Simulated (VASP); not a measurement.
Runs of VASP 6.6.1 on SnO2 (fluorite type). The structure is that of space group Fm-3m (No. 225), or close to it. The cells are those of the table. 

```csv
cell,gap on the mesh (eV),pressure (GPa)
"a = 3.612 Å, angles 60.0°, 3 atoms",-,4.6
"a = 3.684 Å, angles 60.0°, 3 atoms",none,-6.1
"a = 3.637 Å, angles 60.0°, 3 atoms",none,0.6
"a = 3.708 Å, angles 60.0°, 3 atoms",none,(a)
"a = 3.661 Å, angles 60.0°, 3 atoms",none,(b)
```

Alike in all rows: task single point; level PBE; potentials or basis VASP PAW PBE potentials, release 64 (Sn_d, O); no spin polarisation; k mesh 19 × 19 × 19; cutoff (eV) 520; smearing fermi-dirac 0.0612256 eV.

Question: Fill in the values left out.

Answer: (a) -8.9; (b) -2.9.

Caveats: spin-orbit coupling is left out, which moves the levels of the heavy elements; semilocal functionals underestimate gaps, so a narrow gap can read as zero (at least some runs); the cell stands under tension (at least some runs); the cell stands under pressure (at least some runs).

A k mesh can miss the band edges, and the runs leave out spin-orbit coupling on Sn.

A gap of «none» marks levels without a gap at the run's occupations.
